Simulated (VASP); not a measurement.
Set up this calculation in VASP 6.6.1, as the native input.

- Task: single point
- Functional: PBE
- Potentials or basis: VASP PAW PBE potentials, release 64 (Lu, Sn_d, F)
- Cutoff: 520 eV
- k mesh: 3 × 3 × 3
- Occupations: gaussian, width 0.15 eV
- Spin: no spin polarisation
- Dipole correction: no
- Further INCAR settings: ALGO = Normal; EDIFF = 1e-06; NBANDS = 64

The structure of Lu3Sn2F lies in POSCAR:

```
Lu3Sn2F
1.0
    7.6589075506      0.0000000000      0.0000000000
   -3.8294537753      6.6328085040      0.0000000000
    0.0000000000      0.0000000000      3.9876287204
Lu Sn F
3 2 1
Direct
    0.5000000000      0.0000000000      0.5000000000
    0.5000000000      0.5000000000      0.5000000000
    0.0000000000      0.5000000000      0.5000000000
    0.3333333333      0.6666666667      0.0000000000
    0.6666666667      0.3333333333      0.0000000000
    0.0000000000      0.0000000000      0.0000000000
```

These files were run (other wordings do the same):

INCAR

```
PREC     = Accurate       # precision mode
ENCUT    = 520            # plane-wave cutoff, eV
EDIFF    = 1E-6           # SCF threshold, eV
ISMEAR   = 0              # smearing method
SIGMA    = 0.15           # smearing width, eV
LREAL    = F              # projectors in reciprocal space
LASPH    = T              # aspherical terms in the spheres
NELM     = 100            # most SCF steps
ALGO     = Normal         # electronic algorithm
ISIF     = 2              # what is computed and relaxed
LWAVE    = F              # write WAVECAR
LCHARG   = T              # write CHGCAR
GGA      = PE             # functional
LELF     = T              # ELF
LVHAR    = T            
NBANDS   = 64             # bands
```

KPOINTS

```
regular mesh
0
Gamma
  3 3 3
```

Potentials or basis: VASP PAW PBE potentials, release 64 (Lu, Sn_d, F).

Launch:

```sh
$ cat potpaw_PBE.64/Lu/POTCAR potpaw_PBE.64/Sn_d/POTCAR potpaw_PBE.64/F/POTCAR > POTCAR
$ mpirun -np 1 vasp_std > vasp.out
```

It gave:

The pressure is 0.5 GPa.

Caveat: the k points lie up to 0.53 Å⁻¹ apart.

Wall time 83 s on 1 thread of Intel(R) Xeon(R) Platinum 8375C CPU @ 2.90GHz (Ice Lake) (shared host), peak memory 0.35 GiB.
